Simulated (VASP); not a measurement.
A run of VASP 6.6.1 is set up as follows.

Contents of INCAR:

```
  ALGO = Normal
  EDIFF = 1E-6
  ENCUT = 520
  GGA = PE
  ISIF = 2
  ISMEAR = 0
  ISPIN = 2
  LASPH = T
  LCHARG = F
  LMAXMIX = 4
  LORBIT = 11
  LREAL = F
  LWAVE = F
  MAGMOM = 2 -2 0 0 0 0
  NBANDS = 37
  NELM = 150
  PREC = Accurate
  SIGMA = 0.05
```

Contents of KPOINTS:

```
k-points
0
Gamma
  6 6 10
```

File POSCAR:

```
CrO2
1.0
    4.4439090576      0.0000000000      0.0000000000
    0.0000000000      4.4439090576      0.0000000000
    0.0000000000      0.0000000000      2.9217460561
Cr O
2 4
Direct
    0.0000000000      0.0000000000      0.0000000000
    0.5000000000      0.5000000000      0.5000000000
    0.3036626104      0.3036626104      0.0000000000
    0.1963373896      0.8036626104      0.5000000000
    0.6963373896      0.6963373896      0.0000000000
    0.8036626104      0.1963373896      0.5000000000
```

Potentials or basis: VASP PAW PBE potentials, release 64 (Cr_pv, O).

Run with:

```console
$ cat potpaw_PBE.64/Cr_pv/POTCAR potpaw_PBE.64/O/POTCAR > POTCAR
$ mpirun -np 1 vasp_std > vasp.out
```

Task: What does it give for the band gap on the k mesh?

Result: Zero (filled and empty bands overlap).

Task: Estimate the largest force.

Result: 0.153 eV/Å.

Forces in eV/Å, atoms in the order of the input:
```
Cr   0.000  0.000  0.000
Cr   0.000  0.000  0.000
O    0.108  0.108  0.000
O   -0.108  0.108  0.000
O   -0.108 -0.108  0.000
O    0.108 -0.108  0.000
```

Caveat: semilocal functionals often make such compounds metallic where correlation or magnetic order opens a gap, which also shifts bond lengths. With open d or f shells a metallic result of PBE can be an artefact of self-interaction; +U or a hybrid may open a gap.
